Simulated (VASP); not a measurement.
Write the native input for VASP 6.6.1 that does the following.

```yaml
Task: single point
Functional: PBEsol
Potentials_or_basis: VASP PAW PBE potentials, release 64 (W_sv, Se)
Cutoff: 520 eV
k_mesh: 12 × 12 × 2
Occupations: gaussian, width 0.02 eV
Spin: no spin polarisation
Dipole_correction: no
Further_INCAR_settings: ALGO = Normal; EDIFF = 1e-06; NBANDS = 20
```

The structure of WSe2 lies in POSCAR:

```
WSe2
1.0
    3.2866039418      0.0000000000      0.0000000000
   -1.6433019709      2.8462825058      0.0000000000
    0.0000000000      0.0000000000     16.3279926312
W Se
1 2
Direct
    0.0000000000      0.0000000000      0.0000000000
    0.3333333333      0.6666666667      0.1003992721
    0.3333333333      0.6666666667      0.8996007279
```

This cell differs from its parent crystal: uniaxial strain along c: -2.0 %.

One way to write it, as run:

INCAR

```
  PREC = Accurate
  ENCUT = 520
  EDIFF = 1E-6
  ISMEAR = 0
  SIGMA = 0.02
  LREAL = False
  LASPH = True
  NELM = 80
  ALGO = Normal
  ISIF = 2
  LWAVE = False
  LCHARG = True
  GGA = PS
  LELF = True
  LVHAR = True
  NBANDS = 20
```

KPOINTS

```
Automatic mesh
0
Gamma
  12 12 2
```

Potentials or basis: VASP PAW PBE potentials, release 64 (W_sv, Se).

Launch:

```sh
$ cat potpaw_PBE.64/W_sv/POTCAR potpaw_PBE.64/Se/POTCAR > POTCAR
$ mpirun -np 1 vasp_std > vasp.out
```

Results of the run:

```json
{
  "Largest force": "0.567 eV/Å",
  "Band gap on the k mesh": "1.56 eV"
}
```

Caveat: the cell differs from its parent crystal (uniaxial strain along c: -2.0 %); the PAW data sets were made with another functional, which shifts forces and pressure a little; spin-orbit coupling is left out, which moves the levels of the heavy elements.

Run time: 53 s on 1 thread of Intel(R) Xeon(R) 6975P-C (Granite Rapids) (shared host), peak memory 0.31 GiB.
